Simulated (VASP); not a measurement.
# NiO (F-43m) in VASP: settings compared, part 2 of 2

VASP 6.6.1.

## (3) Single point, PBE-based screened hybrid, collinear spin, ferromagnetic start

This run uses another cell than the first one, of 11.91 Å³/atom, 0.943 times its volume.

POSCAR

```
NiO
1.0
    0.0000000000      2.2835484600      2.2835484600
    2.2835484600      0.0000000000      2.2835484600
    2.2835484600      2.2835484600      0.0000000000
Ni O
1 1
Direct
    0.0000000000      0.0000000000      0.0000000000
    0.2500000000      0.2500000000      0.2500000000
```

INCAR.step1

```
SYSTEM = NiO
PREC = Accurate
ENCUT = 520
EDIFF = 1E-5
ISMEAR = -1
SIGMA = 0.05
LREAL = .False.
LASPH = .True.
NELM = 150
ALGO = Normal
ISIF = 2
LWAVE = .True.
ISPIN = 2
MAGMOM = 1 0
LORBIT = 11
LMAXMIX = 4
NBANDS = 19
GGA = PE
```

INCAR.step2

```
SYSTEM = NiO
PREC = Accurate
ENCUT = 520
EDIFF = 1E-7
ISMEAR = -1
SIGMA = 0.05
LREAL = .False.
LASPH = .True.
NELM = 150
ALGO = Normal
ISIF = 2
LWAVE = .False.
LCHARG = .True.
ISPIN = 2
MAGMOM = 1 0
LORBIT = 11
LMAXMIX = 4
GGA = PE
LHFCALC = .True.
AEXX = 0.25
HFSCREEN = 0.3
PRECFOCK = Normal
LELF = .True.
LVHAR = .True.
NBANDS = 19
ISTART = 1
```

KPOINTS

```
Automatic mesh
0
Gamma
  5 5 5
  0 0 0
```

Potentials or basis: VASP PAW PBE potentials, release 64 (Ni, O).

On the command line:

```sh
cat potpaw_PBE.64/Ni/POTCAR potpaw_PBE.64/O/POTCAR > POTCAR
cp INCAR.step1 INCAR
mpirun -np 1 vasp_std > vasp.out
cp INCAR.step2 INCAR
mpirun -np 1 vasp_std > vasp.out
```

OUTCAR:

```text
SYSTEM = NiO
   PREC = Accurate
   ENCUT = 520
   EDIFF = 1E-7
   ISMEAR = -1
   LREAL = .False.
   LASPH = .True.
   NELM = 150
   ISIF = 2
   ISPIN = 2
   LORBIT = 11
   GGA = PE
   LHFCALC = .True.
   AEXX = 0.25
   HFSCREEN = 0.3
   PRECFOCK = Normal
   ISTART = 1

 ion  position               nearest neighbor table
   1  0.000  0.000  0.000-   2 1.98   2 1.98   2 1.98   2 1.98
   2  0.250  0.250  0.250-   1 1.98   1 1.98   1 1.98   1 1.98

  LATTYP: Found a face centered cubic cell.
 ALAT       =     4.5670969200

  Lattice vectors:

 A1 = (   0.0000000000,   2.2835484600,   2.2835484600)
 A2 = (   2.2835484600,   0.0000000000,   2.2835484600)
 A3 = (   2.2835484600,   2.2835484600,   0.0000000000)

Analysis of symmetry for initial positions (statically):
=====================================================================
 Subroutine PRICEL returns:
 Original cell was already a primitive cell.

 Routine SETGRP: Setting up the symmetry group for a
 face centered cubic supercell.

 Subroutine GETGRP returns: Found 24 space group operations
 (whereof 24 operations were pure point group operations)
 out of a pool of 48 trial point group operations.

The static configuration has the point symmetry T_d .

Analysis of symmetry for dynamics (positions and initial velocities):
=====================================================================
 Subroutine PRICEL returns:
 Original cell was already a primitive cell.

 Routine SETGRP: Setting up the symmetry group for a
 face centered cubic supercell.

 Subroutine GETGRP returns: Found 24 space group operations
 (whereof 24 operations were pure point group operations)
 out of a pool of 48 trial point group operations.

The dynamic configuration has the point symmetry T_d .

Analysis of structural, dynamic, and magnetic symmetry:
=====================================================================
 Subroutine PRICEL returns:
 Original cell was already a primitive cell.

[... 143 lines left out ...]
  free energy    TOTEN  =       -14.60843904 eV

  energy without entropy =      -14.59800465  energy(sigma->0) =      -14.60322184

 E-fermi :   5.4991     XC(G=0):  -9.1082

 val. band max:        5.4762265194   @ k =  -0.4000   0.4000   0.2000
 cond. band min:       5.6584208165   @ k =  -0.2000   0.2000   0.0000
 fundamental gap:      0.1821942971
 Fermi energy:         5.4991128699

 spin component 1

 k-point     1 :       0.0000    0.0000    0.0000
  band No.  band energies     occupation
      1     -17.0079      1.00000
      2      -2.7917      1.00000
      3      -2.7917      1.00000
      4      -2.7917      1.00000
      5       0.0439      1.00000
      6       0.0439      1.00000
[... 196 lines left out ...]
      5      -0.3581      1.00000
      6      -0.2487      1.00000
[... 11 lines left out ...]
     18      33.7560      0.00000
     19      34.1295      0.00000
 Fermi energy:         5.4991128699

 spin component 2

 k-point     1 :       0.0000    0.0000    0.0000
  band No.  band energies     occupation
      1     -16.2178      1.00000
      2      -0.4141      1.00000
      3      -0.4141      1.00000
      4      -0.4140      1.00000
      5       1.3354      1.00000
      6       1.3356      1.00000
[... 197 lines left out ...]
      6       2.1498      1.00000
[... 11 lines left out ...]
     18      33.9936      0.00000
     19      34.2280      0.00000

------------------------ aborting loop because EDIFF is reached ----------------------------------------

  FORCE on cell =-STRESS in cart. coord.  units (eV):
  Direction    XX          YY          ZZ          XY          YZ          ZX
  --------------------------------------------------------------------------------------
  -------------------------------------------------------------------------------------
  Total       -1.5927945     -1.5927945     -1.5927945      0.0000000     -0.0000000      0.0000000
  in kB     -107.1543099   -107.1543099   -107.1543099      0.0000000     -0.0000000      0.0000000
  external PRESSURE =    -107.1543099 kB  Pullay stress =       0.0000000 kB

 VOLUME and BASIS-vectors are now :
 -----------------------------------------------------------------------------
  energy-cutoff  :      520.00
  volume of cell :       23.82
      direct lattice vectors                 reciprocal lattice vectors
     0.000000000  2.283548460  2.283548460    -0.218957473  0.218957473  0.218957473
     2.283548460  0.000000000  2.283548460     0.218957473 -0.218957473  0.218957473
     2.283548460  2.283548460  0.000000000     0.218957473  0.218957473 -0.218957473

 POSITION                                       TOTAL-FORCE (eV/Angst)
 -----------------------------------------------------------------------------------
      0.00000      0.00000      0.00000         0.000000      0.000000      0.000000
      1.14177      1.14177      1.14177        -0.000000     -0.000000      0.000000
 -----------------------------------------------------------------------------------
    total drift:                               -0.000002     -0.000007     -0.000004

  FREE ENERGIE OF THE ION-ELECTRON SYSTEM (eV)
  ---------------------------------------------------
  free  energy   TOTEN  =       -14.6084390362 eV

  energy  without entropy=      -14.5980046492  energy(sigma->0) =      -14.60322184

 total charge

# of ion       s       p       d       tot
------------------------------------------
    1        0.357   0.445   8.163   8.964
    2        1.554   3.446   0.000   5.001
--------------------------------------------------
tot          1.911   3.891   8.163  13.965

 magnetization (x)

# of ion       s       p       d       tot
------------------------------------------
    1       -0.008   0.017   1.644   1.653
    2        0.018   0.321   0.000   0.338
--------------------------------------------------
tot          0.010   0.337   1.644   1.991
```

OUTCAR.step1:

```text
SYSTEM = NiO
   PREC = Accurate
   ENCUT = 520
   EDIFF = 1E-5
   ISMEAR = -1
   LREAL = .False.
   LASPH = .True.
   NELM = 150
   ISIF = 2
   ISPIN = 2
   LORBIT = 11
   GGA = PE
[... 669 lines left out ...]

 total charge

# of ion       s       p       d       tot
------------------------------------------
    1        0.359   0.427   8.212   8.999
    2        1.556   3.391   0.000   4.947
--------------------------------------------------
tot          1.915   3.818   8.212  13.946

 magnetization (x)

# of ion       s       p       d       tot
------------------------------------------
    1        0.002   0.036   1.482   1.520
    2        0.015   0.354   0.000   0.369
--------------------------------------------------
tot          0.018   0.390   1.482   1.889
```

It took 17 min on 1 thread of Intel Xeon 6975P-C (Granite Rapids), shared host; peak memory 0.26 GiB.

What came out:

```yaml
Free_energy: -14.6084 eV
Pressure: -10.7 GPa
Band_gap_on_the_k_mesh: zero (filled and empty bands overlap)
Net_moment: 2.00 μB per cell
Site_moments: Ni +1.65; O +0.34 μB
Valence_electrons_inside_the_program's_atomic_spheres: Ni 8.96; O 5.00
```

Levels at points of the mesh, in eV from the Fermi level:
Spin up:
```csv
k point,band 5,band 6,band 7,band 8,band 9,band 10,band 11,band 12,band 13,band 14
"(0.00, 0.00, 0.00)",-5.46,-5.46,-2.23,-2.23,-2.23,0.23,14.06,14.06,14.06,20.35
```
Spin down:
```csv
k point,band 5,band 6,band 7,band 8,band 9,band 10
"(0.00, 0.00, 0.00)",-4.16,-4.16,0.33,2.03,2.03,2.03
```

Caveat: the k points lie up to 0.48 Å⁻¹ apart; the PAW data sets were made with another functional, which shifts forces and pressure a little; a cell with one magnetic atom can't hold antiferromagnetic order, which such compounds often take; semilocal functionals often make such compounds metallic where correlation or magnetic order opens a gap, which also shifts bond lengths.
